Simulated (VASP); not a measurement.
Write the native input for VASP 6.6.1 that does the following.

```
Task                   : single point
Functional             : PBE
Potentials or basis    : VASP PAW PBE potentials, release 64 (Ta_pv)
Cutoff                 : 520 eV
k mesh                 : 18 × 18 × 18
Occupations            : gaussian, width 0.1 eV
Spin                   : no spin polarisation
Dipole correction      : no
Further INCAR settings : ALGO = Fast; EDIFF = 1e-07; NBANDS = 12
```

The structure of Ta lies in POSCAR:

```
Ta
1.0
   -1.6758255405      1.6758255405      1.6758255405
    1.6758255405     -1.6758255405      1.6758255405
    1.6758255405      1.6758255405     -1.6758255405
Ta
1
Direct
    0.0000000000      0.0000000000      0.0000000000
```

This cell differs from its parent crystal: volume scaled by 1.03.

These files were run (other wordings do the same):

INCAR

```
PREC     = Accurate       # precision mode
ENCUT    = 520            # plane-wave cutoff, eV
EDIFF    = 1E-7           # SCF threshold, eV
ISMEAR   = 0              # smearing method
SIGMA    = 0.1            # smearing width, eV
LREAL    = F              # projectors in reciprocal space
LASPH    = T              # aspherical terms in the spheres
NELM     = 60             # most SCF steps
ALGO     = Fast           # electronic algorithm
ISIF     = 2              # what is computed and relaxed
LWAVE    = F              # write WAVECAR
LCHARG   = F              # write CHGCAR
GGA      = PE             # functional
NBANDS   = 12             # bands
```

KPOINTS

```
regular mesh
0
Gamma
  18 18 18
```

Potentials or basis: VASP PAW PBE potentials, release 64 (Ta_pv).

Run with:

```console
$ cat potpaw_PBE.64/Ta_pv/POTCAR > POTCAR
$ mpirun -np 1 vasp_std > vasp.out
```

It gave:

| Item | Value |
| --- | --- |
| Pressure | -5.4 GPa |

It took 17 s on 1 thread of Intel(R) Xeon(R) 6975P-C (Granite Rapids), with other jobs on the host, peak memory 0.16 GiB.
